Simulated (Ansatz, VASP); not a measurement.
# Two plane-wave programs on SiGe

```
Si Ge
1.0
     3.90438    0.00000    0.00000
    -1.95219    3.38129    0.00000
     0.00000    0.00000    6.45368
Si Ge
2 2
Direct
  0.66667 0.33333 0.87447
  0.33333 0.66667 0.37447
  0.66667 0.33333 0.50053
  0.33333 0.66667 0.00053
```

Alike in both runs: task single point; functional r2SCAN; k mesh 12 × 12 × 4; occupations gaussian, width 0.02 eV; no spin polarisation.

|  | VASP | Ansatz |
| --- | --- | --- |
| version | VASP 6.6.1 | Ansatz 0.2.0 |
| potentials or method | VASP PAW PBE potentials, release 64 (Si, Ge_d), cutoff 520 eV | scalar-relativistic, plane waves, PAW |
| valence electrons in the cell | 36 | 36 |

```tsv
	VASP	Ansatz	Ansatz less VASP
gap on the k mesh at the Fermi level (eV)	0.66	0.66	0.000
least direct gap on the mesh (eV)	0.78	0.79	+0.007
pressure (GPa)	-0.1	0.0	+0.05
```

VASP's potentials were made for PBE, not for r2SCAN.
